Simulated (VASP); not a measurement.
Sc:

```
CELL_PARAMETERS angstrom
3.31000 0.00000 0.00000
-1.65500 2.86654 0.00000
0.00000 0.00000 5.27614
ATOMIC_POSITIONS crystal
Sc 0.33333 0.66667 0.75000
Sc 0.66667 0.33333 0.25000
```

* Program: VASP 6.6.1
* Task: relaxation of cell and atoms
* Functional: LDA
* Potentials or basis: VASP PAW LDA potentials, release 64 (Sc_sv)
* Cutoff: 600 eV
* k mesh: 14 × 14 × 8
* Occupations: gaussian, width 0.05 eV
* Spin: no spin polarisation

At the start: pressure -5.4 GPa; volume 25.03 Å³/atom.

Question: Where does the relaxation end?

Answer: Over 9 steps the energy falls by 48.3 meV/atom and the volume is 22.54 Å³/atom (-9.9 %); space group P6_3/mmc (No. 194, to 0.1 Å) before and after.

Step by step:
```tsv
step	energy change (eV)	largest force (eV/Å)	pressure (GPa)	volume (Å³)
1	0.0000	0.0000	-5.36	50.06
2	-0.0908	0.0000	1.28	44.24
3	-0.0936	0.0000	0.18	45.02
4	-0.0936	0.0000	0.04	45.12
5	-0.0962	0.0000	-0.04	45.14
6	-0.0967	0.0000	-0.06	45.15
7	-0.0967	0.0000	-0.07	45.15
8	-0.0967	0.0000	-0.07	45.15
9	-0.0967	0.0000	0.01	45.08
```

Final structure:
```xyz
2
Lattice="3.2311 0.0000 0.0000 -1.6155 2.7982 0.0000 0.0000 0.0000 4.9864" Properties=species:S:1:pos:R:3 pbc="T T T"
Sc    0.0000    1.8655    3.7398
Sc    1.6155    0.9327    1.2466
```
